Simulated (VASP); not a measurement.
# Cu (I4/mmm) in VASP: a series of runs

Cu is run at these levels: PBEsol; tasks: single point.

All numbers are computed with VASP 6.6.1; they aren't measurements. Logs are shortened: lines on timing, memory, paths and dates and some standing lists are left out, and cuts for length are marked.

## (1) The cell of the first run

It takes space group I4/mmm (No. 139, tetragonal). The conventional cell has a = 2.556 Å, b = 2.556 Å, c = 3.543 Å, α = 90.00°, β = 90.00°, γ = 90.00°. Cu (site symmetry 4/mmm) has 12 Cu at 2.53 to 2.56 Å within 3.3 Å.

## (2) Single point, PBEsol (strain -0.0200 x Voigt [1, 0, 0, 0, 0, 0])

File INCAR:

```
PREC = Accurate
ENCUT = 520
EDIFF = 1E-6
ISMEAR = 0
SIGMA = 0.15
LREAL = False
LASPH = True
NELM = 80
ALGO = Normal
ISIF = 2
LWAVE = False
LCHARG = False
GGA = PS
NBANDS = 12
```

File KPOINTS:

```
Automatic mesh
0
Gamma
  22 22 22
```

File POSCAR:

```
Cu
1.0
    0.0000000000      1.8075000000      1.8075000000
    1.7713500000      0.0000000000      1.8075000000
    1.7713500000      1.8075000000      0.0000000000
Cu
1
Direct
    0.0000000000      0.0000000000      0.0000000000
```

Potentials or basis: VASP PAW PBE potentials, release 64 (Cu).

Run with:

```sh
cat potpaw_PBE.64/Cu/POTCAR > POTCAR
mpirun -np 1 vasp_std > vasp.out
```

OUTCAR:

```text
PREC = Accurate
   ENCUT = 520
   EDIFF = 1E-6
   ISMEAR = 0
   LREAL = False
   LASPH = True
   NELM = 80
   ISIF = 2
   GGA = PS

 ion  position               nearest neighbor table
   1  0.000  0.000  0.000-

  LATTYP: Found a body centered tetragonal cell.
 ALAT       =     2.5561910140
 C/A-ratio  =     1.3859292911

  Lattice vectors:

 A1 = (  -1.7713500000,   0.0000000000,  -1.8075000000)
 A2 = (  -1.7713500000,   0.0000000000,   1.8075000000)
 A3 = (   1.7713500000,   1.8075000000,   0.0000000000)

Analysis of symmetry for initial positions (statically):
=====================================================================
 Subroutine PRICEL returns:
 Original cell was already a primitive cell.

 Routine SETGRP: Setting up the symmetry group for a
 body centered tetragonal supercell.

 Subroutine GETGRP returns: Found 16 space group operations
 (whereof 16 operations were pure point group operations)
 out of a pool of 16 trial point group operations.

The static configuration has the point symmetry D_4h.

Analysis of symmetry for dynamics (positions and initial velocities):
=====================================================================
 Subroutine PRICEL returns:
 Original cell was already a primitive cell.

 Routine SETGRP: Setting up the symmetry group for a
 body centered tetragonal supercell.

 Subroutine GETGRP returns: Found 16 space group operations
 (whereof 16 operations were pure point group operations)
 out of a pool of 16 trial point group operations.

The dynamic configuration has the point symmetry D_4h.

 Subroutine INISYM returns: Found 16 space group operations
 (whereof 16 operations are pure point group operations),
 and found     1 'primitive' translations

----------------------------------------------------------------------------------------

                                     Primitive cell

  volume of cell :      11.5742

  direct lattice vectors                    reciprocal lattice vectors
     0.000000000  1.807500000  1.807500000    -0.282270585  0.276625173  0.276625173
     1.771350000  0.000000000  1.807500000     0.282270585 -0.276625173  0.276625173
     1.771350000  1.807500000  0.000000000     0.282270585  0.276625173 -0.276625173

  length of vectors
     2.556191014  2.530758201  2.530758201     0.482410256  0.482410256  0.482410256

  position of ions in fractional coordinates (direct lattice)
     0.000000000  0.000000000  0.000000000

  ion indices of the primitive-cell ions
   primitive index   ion index
                 1           1

----------------------------------------------------------------------------------------

 KPOINTS: Automatic mesh

Automatic generation of k-mesh.
 Grid dimensions read from file:
 generate k-points for:   22   22   22

 Generating k-lattice:

  Cartesian coordinates                     Fractional coordinates (reciprocal lattice)
    -0.012830481  0.012573871  0.012573871     0.045454545  0.000000000  0.000000000
     0.012830481 -0.012573871  0.012573871     0.000000000  0.045454545  0.000000000
     0.012830481  0.012573871 -0.012573871     0.000000000  0.000000000  0.045454545

  Length of vectors
     0.021927739  0.021927739  0.021927739

  Shift w.r.t. Gamma in fractional coordinates (k-lattice)
     0.000000000  0.000000000  0.000000000

 Subroutine IBZKPT returns following result:
 ===========================================

 Found    834 irreducible k-points:

 Following reciprocal coordinates:
            Coordinates               Weight
  0.000000  0.000000  0.000000      1.000000
  0.045455  0.000000  0.000000      8.000000
  0.090909  0.000000  0.000000      8.000000
  0.136364  0.000000  0.000000      8.000000
  0.181818 -0.000000 -0.000000      8.000000
  0.227273  0.000000  0.000000      8.000000
[... 16 lines left out ...]
  0.500000  0.045455  0.000000     16.000000
 -0.454545  0.045455 -0.000000     16.000000
 [... further k-points ...]
   k-points           NKPTS =    834   k-points in BZ     NKDIM =    834   number of bands    NBANDS=     12
   number of dos      NEDOS =    301   number of ions     NIONS =      1
   total plane-waves  NPLWV =   8000
   dimension x,y,z NGX =    20 NGY =   20 NGZ =   20
   dimension x,y,z NGXF=    40 NGYF=   40 NGZF=   40
   ions per type =               1
   NGX,Y,Z   is equivalent  to a cutoff of  13.01, 13.14, 13.14 a.u.
   NGXF,Y,Z  is equivalent  to a cutoff of  26.01, 26.28, 26.28 a.u.
 SYSTEM =  unknown system
   PREC   = accura    normal or accurate (medium, high low for compatibility)
   ISTART =      0    job   : 0-new  1-cont  2-samecut
   ICHARG =      2    charge: 1-file 2-atom 10-const
   ISPIN  =      1    spin polarized calculation?
   LNONCOLLINEAR =      F non collinear calculations
   LSORBIT =      F    spin-orbit coupling
   LASPH  =      T    aspherical Exc in radial PAW
   ENCUT  =  520.0 eV  38.22 Ry    6.18 a.u.   4.75  4.71  4.71*2*pi/ulx,y,z
   NELM   =     80;   NELMIN=  2; NELMDL= -5     # of ELM steps
   EDIFF  = 0.1E-05   stopping-criterion for ELM
   LREAL  =      F    real-space projection
   EDIFFG = 0.1E-04   stopping-criterion for IOM
   NSW    =      0    number of steps for IOM
   IBRION =     -1    ionic relax: 0-MD 1-quasi-New 2-CG
   NFREE  =      0    steps in history (QN), initial steepest desc. (CG)
   ISIF   =      2    stress and relaxation
   ISYM   =      2    0-nonsym 1-usesym 2-fastsym
   POTIM  = 0.5000    time-step for ionic-motion
   TEBEG  =    0.0;   TEEND  =   0.0 temperature during run
   PSTRESS=    0.0 pullay stress
   NELECT =      11.0000    total number of electrons
   NUPDOWN=      -1.0000    fix difference up-down
   EMIN   =  10.00;   EMAX   =-10.00  energy-range for DOS
   EFERMI =   0.00;   METHOD = LEGACY
   ISMEAR =     0;   SIGMA  =   0.15  broadening in eV -4-tet -1-fermi 0-gaus
   EFERMI_NEDOS =   21; number of points for ismear=-14 and -15
   IALGO  =     38    algorithm
   IMIX   =      4    mixing-type and parameters
     AMIX     =   0.40;   BMIX     =  1.00
     AMIX_MAG =   1.60;   BMIX_MAG =  1.00
  volume/ion in A,a.u.               =      11.57        78.11
  Fermi-wavevector in a.u.,A,eV,Ry     =   1.609566  3.041638 35.248641  2.590702
  Thomas-Fermi vector in A             =   2.705255
   LORBIT       =      0    0 simple, 1 ext, 2 COOP (PROOUT), +10 PAW based schemes
   GGA     = PS    functional components
   LHFCALC =     F    Hartree Fock is set to
   AEXX    =    0.0000 exact exchange contribution
   IVDW    =     0    specifies the selected vdW correction
   LEPSILON=     F    determine dielectric tensor
   LRPA    =     F    only Hartree local field effects (RPA)
 non-spin polarized calculation
 Gauss-broadening in eV      SIGMA  =   0.15
  energy-cutoff  :      520.00
  volume of cell :       11.57
 maximum number of plane-waves:       327
   NGX =  9   NGY =  9   NGZ =  9

 number of electron      11.0000009 magnetization

 Free energy of the ion-electron system (eV)
  ---------------------------------------------------
  ext. energy  EPLUGINS =         0.00000000
  ---------------------------------------------------
  free energy    TOTEN  =        -4.30873631 eV

  energy without entropy =       -4.30601751  energy(sigma->0) =       -4.30737691

 E-fermi :   7.6421     XC(G=0): -13.0260

 val. band max:        7.6365059570   @ k =   0.4545   0.3182   0.0000
 cond. band min:       7.6451050260   @ k =  -0.2727   0.2273   0.1364
 fundamental gap:      0.0085990691
 Fermi energy:         7.6420803183

 k-point     1 :       0.0000    0.0000    0.0000
  band No.  band energies     occupation
      1      -1.8917      2.00000
      2       4.5317      2.00000
      3       4.5317      2.00000
      4       4.6309      2.00000
      5       5.3713      2.00000
      6       5.4712      2.00000
      7      30.4049      0.00000
      8      33.1417      0.00000
      9      33.1417      0.00000
     10      33.2338      0.00000
     11      35.6293      0.00000
     12      35.6885      0.00000

 k-point     2 :       0.0455    0.0000    0.0000
  band No.  band energies     occupation
      1      -1.8152      2.00000
      2       4.5243      2.00000
      3       4.5467      2.00000
      4       4.6364      2.00000
      5       5.3660      2.00000
      6       5.4643      2.00000
      7      30.0263      0.00000
      8      32.0370      0.00000
      9      32.8734      0.00000
     10      32.9480      0.00000
     11      36.0152      0.00000
     12      36.0596      0.00000

 k-point     3 :       0.0909    0.0000    0.0000
  band No.  band energies     occupation
      1      -1.5873      2.00000
      2       4.4895      2.00000
      3       4.5875      2.00000
      4       4.6647      2.00000
      5       5.3542      2.00000
      6       5.4470      2.00000
      7      28.3691      0.00000
      8      31.2655      0.00000
      9      32.3263      0.00000
     10      32.4318      0.00000
     11      36.8487      0.00000
     12      36.8867      0.00000
[... 286 lines left out ...]
 k-point    23 :       0.5000    0.0455    0.0000
  band No.  band energies     occupation
      1       2.4828      2.00000
      2       4.4649      2.00000
      3       4.5994      2.00000
      4       5.6821      2.00000
      5       5.9996      2.00000
      6       6.9017      2.00000
      7      11.5823      0.00000
      8      28.0785      0.00000
      9      29.1146      0.00000
     10      29.8998      0.00000
     11      33.5629      0.00000
     12      34.0547      0.00000

 k-point    24 :      -0.4545    0.0455   -0.0000
  band No.  band energies     occupation
      1       2.4695      2.00000
      2       4.4708      2.00000
      3       4.6012      2.00000
      4       5.6635      2.00000
      5       5.9689      2.00000
      6       6.8104      2.00000
      7      11.7659      0.00000
      8      27.8427      0.00000
      9      29.2499      0.00000
     10      30.2140      0.00000
     11      33.4100      0.00000
     12      34.1101      0.00000

 [... further k-points ...]
[... 5 lines left out ...]
  --------------------------------------------------------------------------------------
  -------------------------------------------------------------------------------------
  Total       -0.1535103     -0.2371109     -0.2371109      0.0000000      0.0000000      0.0000000
  in kB      -21.2499040    -32.8224605    -32.8224605      0.0000000      0.0000000      0.0000000
  external PRESSURE =     -28.9649417 kB  Pullay stress =       0.0000000 kB

 VOLUME and BASIS-vectors are now :
 -----------------------------------------------------------------------------
  energy-cutoff  :      520.00
  volume of cell :       11.57
      direct lattice vectors                 reciprocal lattice vectors
     0.000000000  1.807500000  1.807500000    -0.282270585  0.276625173  0.276625173
     1.771350000  0.000000000  1.807500000     0.282270585 -0.276625173  0.276625173
     1.771350000  1.807500000  0.000000000     0.282270585  0.276625173 -0.276625173

 POSITION                                       TOTAL-FORCE (eV/Angst)
 -----------------------------------------------------------------------------------
      0.00000      0.00000      0.00000         0.000000      0.000000      0.000000
 -----------------------------------------------------------------------------------
    total drift:                                0.000000      0.000000      0.000000

  FREE ENERGIE OF THE ION-ELECTRON SYSTEM (eV)
  ---------------------------------------------------
  free  energy   TOTEN  =        -4.3087363105 eV

  energy  without entropy=       -4.3060175100  energy(sigma->0) =       -4.30737691
```

Run time: 41 s. Hardware: 1 thread of Intel Xeon 6975P-C (Granite Rapids), shared host; peak memory 0.22 GiB.

Results:

| Property | Result |
| --- | --- |
| Free energy | -4.3087 eV |
| Pressure | -2.9 GPa |

Caveat: the cell differs from its parent crystal (strain -0.0200 x Voigt [1, 0, 0, 0, 0, 0]); the PAW data sets were made with another functional, which shifts forces and pressure a little.

[end of part 1 of 2]
